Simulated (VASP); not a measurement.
A run of VASP 6.6.1 is set up as follows.

The input INCAR:

```
SYSTEM = W
ALGO = Fast
EDIFF = 1E-6
ENCUT = 520
GGA = PE
ISIF = 2
ISMEAR = 0
LASPH = .TRUE.
LCHARG = .FALSE.
LREAL = .FALSE.
LWAVE = .FALSE.
NBANDS = 13
NELM = 60
PREC = Accurate
SIGMA = 0.15
```

File KPOINTS:

```
k-points
0
G
  20 20 20
  0 0 0
```

File POSCAR:

```
W
1.0
   -1.6184334730      1.5440940974      1.5440940974
    1.5440940974     -1.6184334730      1.5440940974
    1.5440940974      1.5440940974     -1.6184334730
W
1
Direct
    0.0000000000      0.0000000000      0.0000000000
```

Potentials or basis: VASP PAW PBE potentials, release 64 (W_sv).

Run with:

```console
$ cat potpaw_PBE.64/W_sv/POTCAR > POTCAR
$ mpirun -np 1 vasp_std > vasp.out
```

Task: What does it give for the pressure?

Result: 36.9 GPa.

Task: Estimate the band gap on the k mesh.

Result: Zero (band 7 reaches 17.71 eV, above the bottom of band 8 at 11.43 eV).

Stress tensor (GPa, compression positive):
```
36.90 11.66 11.66
11.66 36.90 11.66
11.66 11.66 36.90
```

Caveat: spin-orbit coupling is left out, which moves the levels of the heavy elements.
